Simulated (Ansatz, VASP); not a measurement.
**Two plane-wave programs on MgSe3**

INCAR

```
PREC = Accurate
ENCUT = 600
EDIFF = 1E-6
ISMEAR = 0
SIGMA = 0.1
LREAL = False
LASPH = True
NELM = 60
ALGO = Normal
ISIF = 3
LWAVE = False
LCHARG = False
GGA = PE
IBRION = 2
NSW = 100
EDIFFG = -0.01
```

KPOINTS

```
regular mesh
0
Gamma
  10 10 10
```

POSCAR

```
MgSe3
1.0
    4.4042834431      0.0000000000      0.0000000000
    0.0000000000      4.4042834431      0.0000000000
    0.0000000000      0.0000000000      4.4042834431
Mg Se
1 3
Direct
    0.0000000000      0.0000000000      0.0000000000
    0.0000000000      0.5000000000      0.5000000000
    0.5000000000      0.0000000000      0.5000000000
    0.5000000000      0.5000000000      0.0000000000
```

Input for Ansatz:

```yaml
crystal:
  lattice:
    - [4.4042834431, 0.0, 0.0]
    - [0.0, 4.4042834431, 0.0]
    - [0.0, 0.0, 4.4042834431]
  atoms:
    - { symbol: Mg, position: [0.0, 0.0, 0.0] }
    - { symbol: Se, position: [0.0, 0.5, 0.5] }
    - { symbol: Se, position: [0.5, 0.0, 0.5] }
    - { symbol: Se, position: [0.5, 0.5, 0.0] }
basis:
  ecutwfc: 420
kpoints:
  mp_grid: { grid: [10, 10, 10] }
hamiltonian:
  xc: pbe
scf:
  occupations: { method: gaussian, width: 0.1 }
output:
  forces: true
  stress: true
  eigenvalues: true
relax:
  adjacent_minimum: "off"
  f_tol: 0.01
  max_steps: 80
  cell: { stress_tol: 0.05 }
```

Alike in both runs: task relaxation of cell and atoms; functional PBE; k mesh 10 × 10 × 10; occupations gaussian, width 0.1 eV; no spin polarisation.

|  | VASP | Ansatz |
| --- | --- | --- |
| version | VASP 6.6.1 | Ansatz 0.2.0 |
| potentials or method | VASP PAW PBE potentials, release 64 (Mg, Se), cutoff 600 eV | scalar-relativistic, plane waves, PAW |
| valence electrons in the cell | 20 | 58 |

|  | VASP | Ansatz | Ansatz less VASP |
| --- | --- | --- | --- |
| gap on the k mesh at the Fermi level, each at its own relaxed structure (eV) | none | none | - |
| relaxed volume (Å³/atom) | 21.02 | 21.05 | +0.025 |
| relaxed cell length with the largest relative difference (Å) | 4.381 | 4.383 | +0.0017 |

A gap of «none» marks a metal or a gap that the smearing closes. VASP's potentials hold 20 valence electrons a cell and Ansatz's 58, so a difference there can come from the potentials and not from the codes.
